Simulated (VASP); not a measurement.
# Zr3Ag (P4/mmm) in VASP: notebook

Zr3Ag is run at these levels: LDA; tasks: single point.

All numbers are computed with VASP 6.6.1; they aren't measurements. Logs are shortened: lines on timing, memory, paths and dates and some standing lists are left out, and cuts for length are marked.

### 1 The cell of the first run

It takes space group P4/mmm (No. 123, tetragonal). Conventional cell: a = 4.504 Å, b = 4.504 Å, c = 3.932 Å, α = 90.00°, β = 90.00°, γ = 90.00°. Zr (site symmetry 4/mmm) has 10 Zr at 2.99 to 3.93 Å and 4 Ag at 3.19 Å within 4.0 Å. Zr (site symmetry mmm) has 10 Zr at 2.99 to 3.93 Å and 4 Ag at 2.99 Å within 4.0 Å. Within 4.0 Å of Ag (site symmetry 4/mmm) lie 12 Zr at 2.99 to 3.19 Å and 2 Ag at 3.93 Å.

### 2 Single point, LDA (19.94 Å³/atom)

INCAR

```
SYSTEM = Zr3Ag
ALGO = Normal
EDIFF = 1E-6
ENCUT = 520
GGA = CA
ISIF = 2
ISMEAR = -1
LASPH = .True.
LCHARG = .False.
LREAL = .False.
LWAVE = .False.
NBANDS = 32
NELM = 100
PREC = Accurate
SIGMA = 0.05
```

KPOINTS

```
k-points
0
Gamma
  7 7 8
  0 0 0
```

POSCAR

```
Zr3Ag
1.0
    4.5042897326      0.0000000000      0.0000000000
    0.0000000000      4.5042897326      0.0000000000
    0.0000000000      0.0000000000      3.9321285313
Zr Ag
3 1
Direct
    0.5000000000      0.5000000000      0.0000000000
    0.0000000000      0.5000000000      0.5000000000
    0.5000000000      0.0000000000      0.5000000000
    0.0000000000      0.0000000000      0.0000000000
```

Potentials or basis: VASP PAW LDA potentials, release 64 (Zr_sv, Ag).

The run is started by

```bash
$ cat potpaw_LDA.64/Zr_sv/POTCAR potpaw_LDA.64/Ag/POTCAR > POTCAR
$ mpirun -np 1 vasp_std > vasp.out
```

OUTCAR:

```text
SYSTEM = Zr3Ag
   EDIFF = 1E-6
   ENCUT = 520
   GGA = CA
   ISIF = 2
   ISMEAR = -1
   LASPH = .True.
   LREAL = .False.
   NELM = 100
   PREC = Accurate

 ion  position               nearest neighbor table
   1  0.500  0.500  0.000-   2 2.99   3 2.99   2 2.99   3 2.99   3 2.99   3 2.99   2 2.99   2 2.99
                             4 3.19   4 3.19   4 3.19   4 3.19
   2  0.000  0.500  0.500-   1 2.99   4 2.99   1 2.99   4 2.99   4 2.99   4 2.99   1 2.99   1 2.99
                             3 3.19   3 3.19   3 3.19   3 3.19
   3  0.500  0.000  0.500-   1 2.99   4 2.99   1 2.99   4 2.99   1 2.99   1 2.99   4 2.99   4 2.99
                             2 3.19   2 3.19   2 3.19   2 3.19
   4  0.000  0.000  0.000-   2 2.99   3 2.99   2 2.99   3 2.99   2 2.99   2 2.99   3 2.99   3 2.99
                             1 3.19   1 3.19   1 3.19   1 3.19

  LATTYP: Found a simple tetragonal cell.
 ALAT       =     4.5042897326
 C/A-ratio  =     0.8729741568

  Lattice vectors:

 A1 = (   4.5042897326,   0.0000000000,   0.0000000000)
 A2 = (   0.0000000000,   4.5042897326,   0.0000000000)
 A3 = (   0.0000000000,   0.0000000000,   3.9321285313)

Analysis of symmetry for initial positions (statically):
=====================================================================
 Subroutine PRICEL returns:
 Original cell was already a primitive cell.

 Routine SETGRP: Setting up the symmetry group for a
 simple tetragonal supercell.

 Subroutine GETGRP returns: Found 16 space group operations
 (whereof 16 operations were pure point group operations)
 out of a pool of 16 trial point group operations.

The static configuration has the point symmetry D_4h.

Analysis of symmetry for dynamics (positions and initial velocities):
=====================================================================
 Subroutine PRICEL returns:
 Original cell was already a primitive cell.

 Routine SETGRP: Setting up the symmetry group for a
 simple tetragonal supercell.

 Subroutine GETGRP returns: Found 16 space group operations
 (whereof 16 operations were pure point group operations)
 out of a pool of 16 trial point group operations.

The dynamic configuration has the point symmetry D_4h.

 Subroutine INISYM returns: Found 16 space group operations
 (whereof 16 operations are pure point group operations),
 and found     1 'primitive' translations

----------------------------------------------------------------------------------------

                                     Primitive cell

  volume of cell :      79.7775

  direct lattice vectors                    reciprocal lattice vectors
     4.504289733  0.000000000  0.000000000     0.222010585  0.000000000  0.000000000
     0.000000000  4.504289733  0.000000000     0.000000000  0.222010585  0.000000000
     0.000000000  0.000000000  3.932128531     0.000000000  0.000000000  0.254315186

  length of vectors
     4.504289733  4.504289733  3.932128531     0.222010585  0.222010585  0.254315186

  position of ions in fractional coordinates (direct lattice)
     0.500000000  0.500000000  0.000000000
     0.000000000  0.500000000  0.500000000
     0.500000000  0.000000000  0.500000000
     0.000000000  0.000000000  0.000000000

  ion indices of the primitive-cell ions
   primitive index   ion index
                 1           1
                 2           2
                 3           3
                 4           4

----------------------------------------------------------------------------------------

 KPOINTS: k-points

Automatic generation of k-mesh.
 Grid dimensions read from file:
 generate k-points for:    7    7    8

 Generating k-lattice:

  Cartesian coordinates                     Fractional coordinates (reciprocal lattice)
     0.031715798  0.000000000  0.000000000     0.142857143  0.000000000  0.000000000
     0.000000000  0.031715798  0.000000000     0.000000000  0.142857143  0.000000000
     0.000000000  0.000000000  0.031789398     0.000000000  0.000000000  0.125000000

  Length of vectors
     0.031715798  0.031715798  0.031789398

  Shift w.r.t. Gamma in fractional coordinates (k-lattice)
     0.000000000  0.000000000  0.000000000

 Subroutine IBZKPT returns following result:
 ===========================================

 Found     50 irreducible k-points:

 Following reciprocal coordinates:
            Coordinates               Weight
  0.000000  0.000000  0.000000      1.000000
  0.142857  0.000000  0.000000      4.000000
  0.285714  0.000000  0.000000      4.000000
  0.428571  0.000000  0.000000      4.000000
  0.142857  0.142857  0.000000      4.000000
  0.285714  0.142857  0.000000      8.000000
[... 16 lines left out ...]
  0.285714  0.000000  0.250000      8.000000
  0.428571  0.000000  0.250000      8.000000
 [... further k-points ...]
   k-points           NKPTS =     50   k-points in BZ     NKDIM =     50   number of bands    NBANDS=     32
   number of dos      NEDOS =    301   number of ions     NIONS =      4
   total plane-waves  NPLWV =  38880
   dimension x,y,z NGX =    36 NGY =   36 NGZ =   30
   dimension x,y,z NGXF=    72 NGYF=   72 NGZF=   60
   ions per type =               3   1
   NGX,Y,Z   is equivalent  to a cutoff of  13.29, 13.29, 12.68 a.u.
   NGXF,Y,Z  is equivalent  to a cutoff of  26.57, 26.57, 25.37 a.u.
 SYSTEM =  Zr3Ag
   PREC   = accura    normal or accurate (medium, high low for compatibility)
   ISTART =      0    job   : 0-new  1-cont  2-samecut
   ICHARG =      2    charge: 1-file 2-atom 10-const
   ISPIN  =      1    spin polarized calculation?
   LNONCOLLINEAR =      F non collinear calculations
   LSORBIT =      F    spin-orbit coupling
   LASPH  =      T    aspherical Exc in radial PAW
   ENCUT  =  520.0 eV  38.22 Ry    6.18 a.u.   8.37  8.37  7.31*2*pi/ulx,y,z
   NELM   =    100;   NELMIN=  2; NELMDL= -5     # of ELM steps
   EDIFF  = 0.1E-05   stopping-criterion for ELM
   LREAL  =      F    real-space projection
   EDIFFG = 0.1E-04   stopping-criterion for IOM
   NSW    =      0    number of steps for IOM
   IBRION =     -1    ionic relax: 0-MD 1-quasi-New 2-CG
   NFREE  =      0    steps in history (QN), initial steepest desc. (CG)
   ISIF   =      2    stress and relaxation
   ISYM   =      2    0-nonsym 1-usesym 2-fastsym
   POTIM  = 0.5000    time-step for ionic-motion
   TEBEG  =    0.0;   TEEND  =   0.0 temperature during run
   PSTRESS=    0.0 pullay stress
   NELECT =      47.0000    total number of electrons
   NUPDOWN=      -1.0000    fix difference up-down
   EMIN   =  10.00;   EMAX   =-10.00  energy-range for DOS
   EFERMI =   0.00;   METHOD = LEGACY
   ISMEAR =    -1;   SIGMA  =   0.05  broadening in eV -4-tet -1-fermi 0-gaus
   EFERMI_NEDOS =   21; number of points for ismear=-14 and -15
   IALGO  =     38    algorithm
   IMIX   =      4    mixing-type and parameters
     AMIX     =   0.40;   BMIX     =  1.00
     AMIX_MAG =   1.60;   BMIX_MAG =  1.00
  volume/ion in A,a.u.               =      19.94       134.59
  Fermi-wavevector in a.u.,A,eV,Ry     =   1.372400  2.593460 25.626320  1.883481
  Thomas-Fermi vector in A             =   2.498010
   LORBIT       =      0    0 simple, 1 ext, 2 COOP (PROOUT), +10 PAW based schemes
   GGA     = CA    functional components
   LHFCALC =     F    Hartree Fock is set to
   AEXX    =    0.0000 exact exchange contribution
   IVDW    =     0    specifies the selected vdW correction
   LEPSILON=     F    determine dielectric tensor
   LRPA    =     F    only Hartree local field effects (RPA)
 non-spin polarized calculation
  energy-cutoff  :      520.00
  volume of cell :       79.78
 maximum number of plane-waves:      2171
 NGX is ok and might be reduce to    36
   NGX = 17   NGY = 17   NGZ = 15

 number of electron      47.0000000 magnetization

 Free energy of the ion-electron system (eV)
  ---------------------------------------------------
  ext. energy  EPLUGINS =         0.00000000
  ---------------------------------------------------
  free energy    TOTEN  =       -31.70236241 eV

  energy without entropy =      -31.65994267  energy(sigma->0) =      -31.68115254

 E-fermi :   9.5082     XC(G=0): -11.9626

 val. band max:        9.5031428352   @ k =   0.2857   0.1429   0.2500
 cond. band min:       9.5129345833   @ k =   0.2857   0.2857   0.1250
 fundamental gap:      0.0097917481
 Fermi energy:         9.5081624732

 k-point     1 :       0.0000    0.0000    0.0000
  band No.  band energies     occupation
      1     -38.6988      2.00000
      2     -38.5293      2.00000
      3     -38.2768      2.00000
      4     -17.3376      2.00000
      5     -17.3376      2.00000
      6     -17.2033      2.00000
[... 24 lines left out ...]
     31      14.0067      0.00000
     32      14.7235      0.00000

 k-point     2 :       0.1429    0.0000    0.0000
  band No.  band energies     occupation
      1     -38.6892      2.00000
      2     -38.5347      2.00000
      3     -38.2813      2.00000
      4     -17.3181      2.00000
      5     -17.2910      2.00000
      6     -17.1788      2.00000
[... 24 lines left out ...]
     31      14.4593      0.00000
     32      14.4875      0.00000

 k-point     3 :       0.2857    0.0000    0.0000
  band No.  band energies     occupation
      1     -38.6632      2.00000
      2     -38.5512      2.00000
      3     -38.2914      2.00000
      4     -17.2682      2.00000
      5     -17.1594      2.00000
      6     -17.1155      2.00000
[... 24 lines left out ...]
     31      13.5913      0.00000
     32      13.7517      0.00000

 k-point     4 :       0.4286    0.0000    0.0000
  band No.  band energies     occupation
      1     -38.6309      2.00000
      2     -38.5758      2.00000
      3     -38.2995      2.00000
      4     -17.2186      2.00000
      5     -17.0496      2.00000
      6     -16.9737      2.00000
[... 654 lines left out ...]
     31      13.8203      0.00000
     32      13.9761      0.00000

 k-point    23 :       0.2857    0.0000    0.2500
  band No.  band energies     occupation
      1     -38.6393      2.00000
      2     -38.5487      2.00000
      3     -38.3133      2.00000
      4     -17.2719      2.00000
      5     -17.1491      2.00000
      6     -16.9458      2.00000
[... 24 lines left out ...]
     31      13.4002      0.00000
     32      13.9538      0.00000

 k-point    24 :       0.4286    0.0000    0.2500
  band No.  band energies     occupation
      1     -38.6110      2.00000
      2     -38.5726      2.00000
      3     -38.3176      2.00000
      4     -17.2087      2.00000
      5     -17.0887      2.00000
      6     -17.0728      2.00000
[... 24 lines left out ...]
     31      13.4998      0.00000
     32      13.9856      0.00000

 [... further k-points ...]

------------------------ aborting loop because EDIFF is reached ----------------------------------------

  FORCE on cell =-STRESS in cart. coord.  units (eV):
  Direction    XX          YY          ZZ          XY          YZ          ZX
  --------------------------------------------------------------------------------------
  -------------------------------------------------------------------------------------
  Total       -0.7247942     -0.7247942      0.5090503      0.0000000      0.0000000     -0.0000000
  in kB      -14.5560983    -14.5560983     10.2232967      0.0000000      0.0000000     -0.0000000
  external PRESSURE =      -6.2963000 kB  Pullay stress =       0.0000000 kB

 VOLUME and BASIS-vectors are now :
 -----------------------------------------------------------------------------
  energy-cutoff  :      520.00
  volume of cell :       79.78
      direct lattice vectors                 reciprocal lattice vectors
     4.504289733  0.000000000  0.000000000     0.222010585  0.000000000  0.000000000
     0.000000000  4.504289733  0.000000000     0.000000000  0.222010585  0.000000000
     0.000000000  0.000000000  3.932128531     0.000000000  0.000000000  0.254315186

 POSITION                                       TOTAL-FORCE (eV/Angst)
 -----------------------------------------------------------------------------------
      2.25214      2.25214      0.00000         0.000000      0.000000      0.000000
      0.00000      2.25214      1.96606         0.000000      0.000000      0.000000
      2.25214      0.00000      1.96606         0.000000      0.000000      0.000000
      0.00000      0.00000      0.00000         0.000000      0.000000      0.000000
 -----------------------------------------------------------------------------------
    total drift:                                0.000000      0.000000      0.000000

  FREE ENERGIE OF THE ION-ELECTRON SYSTEM (eV)
  ---------------------------------------------------
  free  energy   TOTEN  =       -31.7023624130 eV

  energy  without entropy=      -31.6599426663  energy(sigma->0) =      -31.68115254
```

Wall time 85 s (1 thread of AMD EPYC 7R43 (Zen 3), shared host); peak memory 0.2 GiB.

What came out:

```
Free energy            : -31.7024 eV
Pressure               : -0.6 GPa
Band gap on the k mesh : zero (an odd number of electrons rules out a gap without spin polarisation)
```

### 3 Single point, LDA (zz strain of -2 %)

INCAR

```
PREC     = Accurate       # precision mode
ENCUT    = 520            # plane-wave cutoff, eV
EDIFF    = 1E-6           # SCF threshold, eV
ISMEAR   = -1             # smearing method
SIGMA    = 0.05           # smearing width, eV
LREAL    = F              # projectors in reciprocal space
LASPH    = T              # aspherical terms in the spheres
NELM     = 60             # most SCF steps
ALGO     = Normal         # electronic algorithm
ISIF     = 2              # what is computed and relaxed
LWAVE    = F              # write WAVECAR
LCHARG   = F              # write CHGCAR
GGA      = CA             # functional
NBANDS   = 32             # bands
```

KPOINTS

```
regular mesh
0
Gamma
  7 7 8
```

POSCAR

```
Zr3Ag
1.0
    4.5660000000      0.0000000000      0.0000000000
    0.0000000000      4.5660000000      0.0000000000
    0.0000000000      0.0000000000      3.9062800000
Zr Ag
3 1
Direct
    0.5000000000      0.5000000000      0.0000000000
    0.0000000000      0.5000000000      0.5000000000
    0.5000000000      0.0000000000      0.5000000000
    0.0000000000      0.0000000000      0.0000000000
```

Potentials or basis: VASP PAW LDA potentials, release 64 (Zr_sv, Ag).

The run is started by

```bash
$ cat potpaw_LDA.64/Zr_sv/POTCAR potpaw_LDA.64/Ag/POTCAR > POTCAR
$ mpirun -np 1 vasp_std > vasp.out
```

It took 84 s on 1 thread of AMD EPYC 7R43 (Zen 3), shared host; peak memory 0.2 GiB.

The run converged. Its results:

- Free energy: -31.6709 eV
- Pressure: -2.9 GPa
- Band gap on the k mesh: zero (an odd number of electrons rules out a gap without spin polarisation)

Stress tensor (GPa, compression positive):
```
-3.40  0.00  0.00
 0.00 -3.40  0.00
 0.00  0.00 -1.85
```

Levels at points of the mesh, in eV from the Fermi level:
```
           k point  band 21  band 22  band 23  band 24  band 25  band 26
(0.00, 0.00, 0.00)    -0.91    -0.86    -0.86    -0.19     2.14     2.14
(0.00, 0.00, 0.50)    -0.96    -0.96    -0.87     0.91     0.91     0.92
```

Caveat: the cell differs from its parent crystal (zz strain of -2 %).

(Part 1 of 2 ends here.)
